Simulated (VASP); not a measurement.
## ZnS: single point with PBE

The system is ZnS.

```
Zn S
1.0
     3.68841    0.00000    0.00000
    -1.84420    3.19426    0.00000
     0.00000    0.00000    6.85233
Zn S
2 2
Direct
  0.33333 0.66667 0.00520
  0.66667 0.33333 0.50520
  0.33333 0.66667 0.40624
  0.66667 0.33333 0.90624
```

This cell differs from its parent crystal: atoms shifted along a free coordinate, c/a of the conventional cell at fixed volume 1.8578.

```
Program             : VASP 6.6.1
Task                : single point
Functional          : PBE
Potentials or basis : VASP PAW PBE potentials, release 64 (Zn, S)
Cutoff              : 520 eV
k mesh              : 9 × 9 × 4
Occupations         : gaussian, width 0.05 eV
Spin                : no spin polarisation
```

```yaml
Pressure: 5.2 GPa
Largest_force: 0.728 eV/Å
Band_gap_on_the_k_mesh: 2.02 eV
```

Forces on the atoms (eV/Å):
```
Zn   0.000  0.000  0.728
Zn   0.000  0.000  0.728
S    0.000  0.000 -0.728
S    0.000  0.000 -0.728
```

Stress tensor (GPa, compression positive):
```
10.18  0.00  0.00
 0.00 10.18  0.00
 0.00  0.00 -4.75
```

Levels at points of the mesh, in eV from the valence-band top:
```csv
k point,band 14,band 15,band 16,band 17,band 18,band 19,band 20,band 21,band 22,band 23
"(0.00, 0.00, 0.00)",-0.60,-0.44,-0.44,0.00,0.00,2.02,3.58,5.75,6.71,6.71
"(0.00, 0.00, 0.50)",-2.99,-0.23,-0.23,-0.23,-0.23,3.68,3.68,6.13,6.13,7.03
```

Run time: 110 s on 1 thread of AMD EPYC 7R13, on a shared host, peak memory 0.2 GiB.

Caveat: the cell stands under pressure.
